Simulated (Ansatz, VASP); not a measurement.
Two plane-wave programs on Ti

```
CELL_PARAMETERS angstrom
-1.32253 1.32253 2.07081
1.32253 -1.32253 2.07081
1.32253 1.32253 -2.07081
ATOMIC_POSITIONS crystal
Ti 0.00000 0.00000 0.00000
```

Alike in both runs: task single point; functional PBE; k mesh 22 × 22 × 22; occupations gaussian, width 0.15 eV; no spin polarisation.

```csv
,VASP,Ansatz
version,VASP 6.6.1,Ansatz 0.2.0
potentials or method,"VASP PAW PBE potentials, release 64 (Ti_sv), cutoff 520 eV","scalar-relativistic, plane waves, PAW"
valence electrons in the cell,12,12
```

```csv
,VASP,Ansatz,Ansatz less VASP
gap on the k mesh at the Fermi level (eV),none,none,-
pressure (GPa),25.7,26.3,+0.59
"traceless stress, the component that is largest in VASP (GPa)",-1.64,-1.53,+0.109
```

A gap of «none» marks a metal or a gap that the smearing closes. With one functional, cell and mesh, what is left measures potentials, basis and numerics.
